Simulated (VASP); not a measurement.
Write the native input for VASP 6.6.1 that does the following.

```yaml
Task: single point
Functional: PBE
Potentials_or_basis: VASP PAW PBE potentials, release 64 (Li_sv, H, O)
Cutoff: 520 eV
k_mesh: 2 × 2 × 2, shifted
Occupations: gaussian, width 0.02 eV
Spin: no spin polarisation
Dipole_correction: no
Further_INCAR_settings: LREAL = Auto; ALGO = Normal; EDIFF = 1e-07; NBANDS = 57
```

The structure of Li16H16O (a cell with a defect) lies in POSCAR:

```
Li16H16O
1.0
   -4.0071000518     -4.0071000518      4.0071000518
   -4.0071000518      4.0071000518     -4.0071000518
    4.0071000518     -4.0071000518     -4.0071000518
Li H O
16 16 1
Direct
    0.7468638071      0.0016166305      0.2499640606
    0.9687484589      0.7473853813      0.2504604295
    0.2500145959      0.5028807551      0.2500117259
    0.7532019318      0.2520363822      0.0053965461
    0.4943566356      0.2409891162      0.2500474126
    1.0059194799      0.9968925029      1.0058845419
    0.2504090207      0.7471352003     -0.0316711583
    0.7534151783      0.5050109740      0.7534285296
    0.4945461741      0.4964957137     -0.0022465124
    1.0053586005      0.2520001964      0.7532081707
    0.2499745420      0.0016143844      0.7468568195
    0.7466470668      0.7489448632      0.5023092695
    0.5023298580      0.7489328844      0.7465945350
    0.9977224048      0.4965292791      0.4944693106
    0.2500106029      0.2410024675      0.4944072956
    0.5304299799      0.0283574152      0.5304928683
    0.4965939144      0.7513436054      0.2498032210
    0.7451217742      0.4977553528      0.2500653807
   -0.0018559557      0.2510551239      0.2499882676
    0.5025086656     -0.0014290883     -0.0070375083
    0.2488006257     -0.1465927959      0.2483055045
    0.7406514591      0.7461902526     -0.0022900601
    0.0036537645      0.5052055037      0.0036727309
    0.5070194090      0.2556639432      0.7595321955
    0.2499893906      0.2510737159     -0.0017738514
    0.7546380078      0.0026604028      0.7546748174
   -0.0023377255      0.7462223207      0.7407169678
    0.5018403519      0.5027431244      0.5018286227
    0.2500324392      0.4976501645      0.7450707398
    0.7595263309      0.2556757971      0.5070842938
   -0.0071050135     -0.0014327069      0.5025106621
    0.2497827574      0.7512238180      0.4968923846
    1.2501024270      0.9956983725      1.2502052445
```

One way to write it, as run:

INCAR

```
PREC = Accurate
ENCUT = 520
EDIFF = 1E-7
ISMEAR = 0
SIGMA = 0.02
LREAL = Auto
LASPH = True
NELM = 80
ALGO = Normal
ISIF = 2
LWAVE = False
LCHARG = True
GGA = PE
LELF = True
LVHAR = True
NBANDS = 57
```

KPOINTS

```
Automatic mesh
0
Gamma
  2 2 2
  0.5 0.5 0.5
```

Potentials or basis: VASP PAW PBE potentials, release 64 (Li_sv, H, O).

Command:

```bash
$ cat potpaw_PBE.64/Li_sv/POTCAR potpaw_PBE.64/H/POTCAR potpaw_PBE.64/O/POTCAR > POTCAR
$ mpirun -np 1 vasp_std > vasp.out
```

It gave:

```
Largest force          : 0.131 eV/Å
Band gap on the k mesh : 3.86 eV
```

Caveat: the k points lie up to 0.55 Å⁻¹ apart.

It took 5.4 min on 1 thread of Intel Xeon 8259CL, on a shared host, peak memory 0.39 GiB.
